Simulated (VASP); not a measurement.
A run of VASP 6.6.1 is set up as follows.

The input INCAR:

```
SYSTEM = KCl
PREC = Accurate ; ENCUT = 520
EDIFF = 1E-6 ; ISMEAR = 0
SIGMA = 0.05 ; LREAL = .False.
LASPH = .True. ; NELM = 80
ALGO = Normal ; ISIF = 2
LWAVE = .False. ; LCHARG = .False.
GGA = PS ; NBANDS = 15
```

The input KPOINTS:

```
Automatic mesh
0
Gamma
  6 6 6
  0 0 0
```

The input POSCAR:

```
KCl
1.0
    0.0000000000      3.4085880000      3.2823440000
    3.4085880000      0.0000000000      3.2823440000
    3.4085880000      3.4085880000      0.0000000000
K Cl
1 1
Direct
    0.0000000000      0.0000000000      0.0000000000
    0.5000000000      0.5000000000      0.5000000000
```

Potentials or basis: VASP PAW PBE potentials, release 64 (K_sv, Cl).

Command:

```console
$ cat potpaw_PBE.64/K_sv/POTCAR potpaw_PBE.64/Cl/POTCAR > POTCAR
$ mpirun -np 1 vasp_std > vasp.out
```

Task: What does it give for the band gap on the k mesh?

Result: 4.46 eV, direct.

Task: Estimate the pressure.

Result: -2.3 GPa.

Stress tensor (GPa, compression positive):
```
-2.44  0.00  0.00
 0.00 -2.44  0.00
 0.00  0.00 -2.17
```

Caveat: the cell differs from its parent crystal (strain +0.080 along x and y, +0.040 along z); the PAW data sets were made with another functional, which shifts forces and pressure a little.
